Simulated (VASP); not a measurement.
Wanted: the native input for a VASP 6.6.1 run.

```yaml
Task: single point
Functional: PBE
Dispersion: D3(BJ)
Potentials_or_basis: VASP PAW PBE potentials, release 64 (Si, Ge_d)
Cutoff: 520 eV
k_mesh: 2 × 2 × 2
Occupations: fermi-dirac, width 0.02 eV
Spin: no spin polarisation
Dipole_correction: no
Further_INCAR_settings: LREAL = Auto; ALGO = Normal; EDIFF = 1e-07; NBANDS = 53
```

The structure of Si16Ge (a cell with a defect) lies in POSCAR:

```
Si16Ge
1.0
    0.0000000000      5.4300000000      5.4300000000
    5.4300000000      0.0000000000      5.4300000000
    5.4300000000      5.4300000000      0.0000000000
Si Ge
16 1
Direct
    0.3864640884     -0.1542725599     -0.1864825046
    0.4342725599     -0.3252670350      0.2546224678
   -0.1947237569     -0.0680755064      0.7866390424
   -0.0016022099      0.1705156538      0.8157274401
    0.1283977901      0.3855248619     -0.1669981584
    0.2210865562      0.6348618785      0.1617127072
    0.0565193370      0.3298526703      0.3725966851
    0.3684254144      0.6700460405      0.5723296501
    0.7359392265     -0.0383701657      0.0944475138
    0.4022191529      0.3063259669      0.0880386740
    0.1945303867     -0.0140515654      0.5642357274
    0.4790147330      0.1666022099      0.7631215470
    0.7055524862      0.3684622468     -0.2913904236
    0.6763443831      0.5601381215     -0.0828637201
    0.5400828729      0.2303959484      0.3558839779
    0.8434990792      0.4192633517      0.1693922652
    1.0341436464     -0.0010313076      0.1959668508
```

The input as run:

INCAR

```
  PREC = Accurate
  ENCUT = 520
  EDIFF = 1E-7
  ISMEAR = -1
  SIGMA = 0.02
  LREAL = Auto
  LASPH = True
  NELM = 60
  ALGO = Normal
  ISIF = 2
  LWAVE = False
  LCHARG = False
  GGA = PE
  IVDW = 12
  NBANDS = 53
```

KPOINTS

```
Automatic mesh
0
Gamma
  2 2 2
```

Potentials or basis: VASP PAW PBE potentials, release 64 (Si, Ge_d).

Run with:

```bash
$ cat potpaw_PBE.64/Si/POTCAR potpaw_PBE.64/Ge_d/POTCAR > POTCAR
$ mpirun -np 1 vasp_std > vasp.out
```

Results of the run:

- Pressure: 1.5 GPa
- Largest force: 3.754 eV/Å
- Band gap on the k mesh: zero (band 39 reaches 6.71 eV, above the bottom of band 40 at 6.62 eV)
- Dispersion energy per atom: -0.336 eV

Caveat: the k points lie up to 0.50 Å⁻¹ apart.

It took 3.5 min on 1 thread of Intel(R) Xeon(R) 6975P-C (Granite Rapids) (shared host), peak memory 0.47 GiB.
